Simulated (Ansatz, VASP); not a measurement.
## Two plane-wave programs on C

```xyz
2
Lattice="1.2598 0.7273 3.3650 -1.2598 0.7273 3.3650 0.0000 -1.4547 3.3650" Properties=species:S:1:pos:R:3 pbc="T T T"
C    -0.0205    0.0000    1.6817
C     0.0205    0.0000    8.4134
```

Change from the starting cell: mode 5 frozen in at -0.020 Å, equal normal strain along x, y and z +0.0250.

Alike in both runs: task single point; functional PBEsol; dispersion D3(BJ); k mesh 15 × 15 × 15; occupations gaussian, width 0.05 eV; no spin polarisation.

|  | VASP | Ansatz |
| --- | --- | --- |
| version | VASP 6.6.1 | Ansatz 0.2.0 |
| potentials or method | VASP PAW PBE potentials, release 64 (C), cutoff 520 eV | scalar-relativistic, plane waves, PAW |
| valence electrons in the cell | 8 | 8 |

```tsv
	VASP	Ansatz	Ansatz less VASP
gap on the k mesh at the Fermi level (eV)	0.17	0.17	-0.001
least direct gap on the mesh (eV)	0.17	0.17	-0.001
pressure (GPa)	-18.1	-18.8	-0.63
traceless stress, the component that is largest in VASP (GPa)	17.46	18.16	+0.700
rms of the force components (eV/Å)	1.089	1.083	-0.0061
```

VASP's potentials were made for PBE, not for PBEsol, and Ansatz warns of the same on its side. Atom by atom the forces differ by 0.006 eV/Å (rms over components).
